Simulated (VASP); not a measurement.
Set up this calculation in VASP 6.6.1, as the native input.

```
Task                   : relaxation of cell and atoms
Functional             : PBE
Potentials or basis    : VASP PAW PBE potentials, release 64 (Be, Pd, S)
Cutoff                 : 600 eV
k mesh                 : 6 × 6 × 6
Occupations            : gaussian, width 0.1 eV
Spin                   : no spin polarisation
Dipole correction      : no
Further INCAR settings : ALGO = Normal; EDIFF = 1e-06; IBRION = 2; EDIFFG = -0.04; NSW = 90; ISIF = 3
```

The structure of Be3Pd2S lies in POSCAR:

```
Be3Pd2S
1.0
    2.5588637600      1.4773606800      3.6637748500
   -2.5588637600      1.4773606800      3.6637748500
    0.0000000000     -2.9547213600      3.6637748500
Be Pd S
3 2 1
Direct
    0.5000000000      0.5000000000      0.0000000000
    0.0000000000      0.5000000000      0.5000000000
    0.5000000000      0.0000000000      0.5000000000
    0.2035507600      0.2035507600      0.2035507600
    0.7964492400      0.7964492400      0.7964492400
    0.0000000000      0.0000000000      0.0000000000
```

The cell was generated, and may not be a known phase.

The input as run:

INCAR

```
SYSTEM = Be3Pd2S
PREC     = Accurate       ! precision mode
ENCUT    = 600            ! plane-wave cutoff, eV
EDIFF    = 1E-6           ! SCF threshold, eV
ISMEAR   = 0              ! smearing method
SIGMA    = 0.1            ! smearing width, eV
LREAL    = .FALSE.        ! projectors in reciprocal space
LASPH    = .TRUE.         ! aspherical terms in the spheres
NELM     = 100            ! most SCF steps
ALGO     = Normal         ! electronic algorithm
ISIF     = 3              ! what is computed and relaxed
LWAVE    = .FALSE.        ! write WAVECAR
LCHARG   = .FALSE.        ! write CHGCAR
GGA      = PE             ! functional
IBRION   = 2              ! ionic algorithm
NSW      = 90             ! ionic steps
EDIFFG   = -0.04          ! ionic threshold
```

KPOINTS

```
Automatic mesh
0
G
  6 6 6
  0 0 0
```

Potentials or basis: VASP PAW PBE potentials, release 64 (Be, Pd, S).

Run with:

```console
$ cat potpaw_PBE.64/Be/POTCAR potpaw_PBE.64/Pd/POTCAR potpaw_PBE.64/S/POTCAR > POTCAR
$ mpirun -np 1 vasp_std > vasp.out
```

Results of the run:

- Relaxed volume: 13.86 Å³/atom
- Relaxed cell: a = 5.070 Å, b = 5.070 Å, c = 5.070 Å, α = 55.79°, β = 55.79°, γ = 55.79°
- Space group after relaxing (to 0.1 Å): R-3m (No. 166)
- Energy gained by relaxing: 176.2 meV/atom
- Ionic steps: 12
- Pressure after relaxing: 0.0 GPa
- Largest force after relaxing: 0.012 eV/Å
- Band gap on the k mesh: zero (bands 16 and 17 overlap by 0.52 eV)

Run time: 5.6 min on 1 thread of AMD EPYC 9R45 96-Core Processor (Zen 5), with other jobs on the host, peak memory 0.26 GiB.
